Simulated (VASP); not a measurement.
Wanted: the native input for a VASP 6.6.1 run.

- Task: single point
- Functional: PBE
- Potentials or basis: VASP PAW PBE potentials, release 64 (Sc_sv, Ta_pv, F)
- Cutoff: 520 eV
- k mesh: 4 × 4 × 4
- Occupations: gaussian, width 0.1 eV
- Spin: no spin polarisation
- Dipole correction: no
- Further INCAR settings: ALGO = Fast; EDIFF = 1e-06; NBANDS = 34

The structure of ScTa3F lies in POSCAR:

```
ScTa3F
1.0
    2.2341871000     -3.6022848100      0.0000000000
    2.2341871000      3.6022848100      0.0000000000
    0.0000000000      0.0000000000      5.8393194100
Sc Ta F
1 3 1
Direct
    0.5000000000      0.5000000000      0.0000000000
    0.2067100800      0.2067100800      0.5000000000
    0.7932899200      0.7932899200      0.5000000000
    0.0000000000      0.0000000000      0.0000000000
    0.5000000000      0.5000000000      0.5000000000
```

The cell was generated, and may not be a known phase.

These files were run (other wordings do the same):

INCAR

```
PREC = Accurate
ENCUT = 520
EDIFF = 1E-6
ISMEAR = 0
SIGMA = 0.1
LREAL = F
LASPH = T
NELM = 100
ALGO = Fast
ISIF = 2
LWAVE = F
LCHARG = T
GGA = PE
LELF = T
LVHAR = T
NBANDS = 34
```

KPOINTS

```
regular mesh
0
Gamma
  4 4 4
```

Potentials or basis: VASP PAW PBE potentials, release 64 (Sc_sv, Ta_pv, F).

The run is started by

```bash
$ cat potpaw_PBE.64/Sc_sv/POTCAR potpaw_PBE.64/Ta_pv/POTCAR potpaw_PBE.64/F/POTCAR > POTCAR
$ mpirun -np 1 vasp_std > vasp.out
```

It gave:

```json
{"Pressure": "194.0 GPa", "Largest force": "78.574 eV/Å", "Band gap on the k mesh": "zero (an odd number of electrons rules out a gap without spin polarisation)"}
```

Caveat: the k points lie up to 0.41 Å⁻¹ apart, too coarse for converged energies and pressures of a metal; atoms lie so close that the PAW spheres overlap strongly, which falsifies energies and pressures; spin-orbit coupling is left out, which moves the levels of the heavy elements; forces of over 1 eV/Å act on the atoms, so gaps and moduli don't describe the material at rest.

Run time: 3.4 min on 1 thread of Oxide Virtual Turin-like Processor, with other jobs on the host, peak memory 0.2 GiB.
